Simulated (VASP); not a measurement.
Wanted: the native input for a VASP 6.6.1 run.

```
Task                   : single point
Functional             : PBE
Potentials or basis    : VASP PAW PBE potentials, release 64 (Li_sv, Cl)
Cutoff                 : 520 eV
k mesh                 : 8 × 8 × 8
Occupations            : gaussian, width 0.05 eV
Spin                   : no spin polarisation
Dipole correction      : no
Further INCAR settings : ALGO = Normal; EDIFF = 1e-06; NBANDS = 12
```

The structure of LiCl lies in POSCAR:

```
LiCl
1.0
    0.0000000000      2.4365220000      2.6929980000
    2.4365220000      0.0000000000      2.6929980000
    2.4365220000      2.4365220000      0.0000000000
Li Cl
1 1
Direct
    0.0000000000      0.0000000000      0.0000000000
    0.5000000000      0.5000000000      0.5000000000
```

This cell differs from its parent crystal: strain -0.050 along x and y, +0.050 along z.

The input as run:

INCAR

```
SYSTEM = LiCl
PREC = Accurate
ENCUT = 520
EDIFF = 1E-6
ISMEAR = 0
SIGMA = 0.05
LREAL = .FALSE.
LASPH = .TRUE.
NELM = 100
ALGO = Normal
ISIF = 2
LWAVE = .FALSE.
LCHARG = .FALSE.
GGA = PE
NBANDS = 12
```

KPOINTS

```
Automatic mesh
0
G
  8 8 8
  0 0 0
```

Potentials or basis: VASP PAW PBE potentials, release 64 (Li_sv, Cl).

Run with:

```bash
$ cat potpaw_PBE.64/Li_sv/POTCAR potpaw_PBE.64/Cl/POTCAR > POTCAR
$ mpirun -np 1 vasp_std > vasp.out
```

Results of the run:

```yaml
Band_gap_on_the_k_mesh: 6.54 eV
```

Caveat: the cell differs from its parent crystal (strain -0.050 along x and y, +0.050 along z).

Wall time 31 s on 1 thread of Intel(R) Xeon(R) Platinum 8259CL CPU @ 2.50GHz (Skylake/Cascade Lake) (shared host), peak memory 0.16 GiB.
